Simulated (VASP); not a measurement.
Wanted: the native input for a VASP 6.6.1 run.

* Task: single point
* Functional: PBEsol
* Potentials or basis: VASP PAW PBE potentials, release 64 (Hf_pv)
* Cutoff: 520 eV
* k mesh: 11 × 11 × 3
* Occupations: fermi-dirac, width 0.1 eV
* Spin: no spin polarisation
* Dipole correction: no
* Further INCAR settings: ALGO = Normal; EDIFF = 1e-07; NBANDS = 28

The structure of Hf lies in POSCAR:

```
Hf
1.0
    3.1542965989      0.0000000000      0.0000000000
   -1.5771482994      2.7317009858      0.0000000000
    0.0000000000      0.0000000000     10.0881390220
Hf
4
Direct
    0.0000000000      0.0000000000      0.0000000000
    1.0000000000      0.0000000000      0.5000000000
    0.3333333333      0.6666666667      0.2500000000
    0.6666666667      0.3333333333      0.7500000000
```

One way to write it, as run:

INCAR

```
SYSTEM = Hf
  PREC = Accurate
  ENCUT = 520
  EDIFF = 1E-7
  ISMEAR = -1
  SIGMA = 0.1
  LREAL = .FALSE.
  LASPH = .TRUE.
  NELM = 60
  ALGO = Normal
  ISIF = 2
  LWAVE = .FALSE.
  LCHARG = .FALSE.
  GGA = PS
  NBANDS = 28
```

KPOINTS

```
Automatic mesh
0
G
  11 11 3
  0 0 0
```

Potentials or basis: VASP PAW PBE potentials, release 64 (Hf_pv).

Run with:

```bash
$ cat potpaw_PBE.64/Hf_pv/POTCAR > POTCAR
$ mpirun -np 1 vasp_std > vasp.out
```

Results of the run:

```
Pressure               : -0.4 GPa
Band gap on the k mesh : zero (band 20 reaches 5.99 eV, above the bottom of band 21 at 4.41 eV)
```

Caveat: the PAW data sets were made with another functional, which shifts forces and pressure a little; spin-orbit coupling is left out, which moves the levels of the heavy elements.

Wall time 37 s on 1 thread of Intel(R) Xeon(R) 6975P-C (Granite Rapids) (shared host), peak memory 0.22 GiB.
